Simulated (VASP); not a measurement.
Input of a VASP 6.6.1 run:

File INCAR:

```
PREC     = Accurate       # precision mode
ENCUT    = 520            # plane-wave cutoff, eV
EDIFF    = 1E-6           # SCF threshold, eV
ISMEAR   = 0              # smearing method
SIGMA    = 0.1            # smearing width, eV
LREAL    = False          # projectors in reciprocal space
LASPH    = True           # aspherical terms in the spheres
NELM     = 150            # most SCF steps
ALGO     = Normal         # electronic algorithm
ISIF     = 2              # what is computed and relaxed
LWAVE    = False          # write WAVECAR
LCHARG   = True           # write CHGCAR
ISPIN    = 2              # spin polarisation
MAGMOM   = 1 1 1 0 0      # initial moments
LORBIT   = 11             # projections on sites
LMAXMIX  = 4              # l up to which the mixer works
GGA      = PE             # functional
LELF     = True           # ELF
LVHAR    = True         
NBANDS   = 36             # bands
```

File KPOINTS:

```
regular mesh
0
Gamma
  6 6 4
```

The input POSCAR:

```
Nb3C2
1.0
    4.9963412729      0.0000000000      0.0000000000
   -2.4981706364      4.3269584683      0.0000000000
    0.0000000000      0.0000000000      4.0821340571
Nb C
3 2
Direct
    0.5000000000      0.0000000000      0.0000000000
    0.0000000000      0.5000000000      0.0000000000
    0.5000000000      0.5000000000      0.0000000000
    0.0000000000      0.0000000000      0.8366350803
    0.0000000000      0.0000000000      0.1633649197
```

Potentials or basis: VASP PAW PBE potentials, release 64 (Nb_sv, C).

Command:

```sh
$ cat potpaw_PBE.64/Nb_sv/POTCAR potpaw_PBE.64/C/POTCAR > POTCAR
$ mpirun -np 1 vasp_std > vasp.out
```

Task: Predict the net moment.

Result: 0.00 μB per cell.

Task: Estimate the largest force.

Result: 0.103 eV/Å.

Stress tensor (GPa, compression positive):
```
-0.11  0.00  0.00
 0.00 -0.11  0.00
 0.00  0.00  0.12
```

Caveat: the k points lie up to 0.38 Å⁻¹ apart.
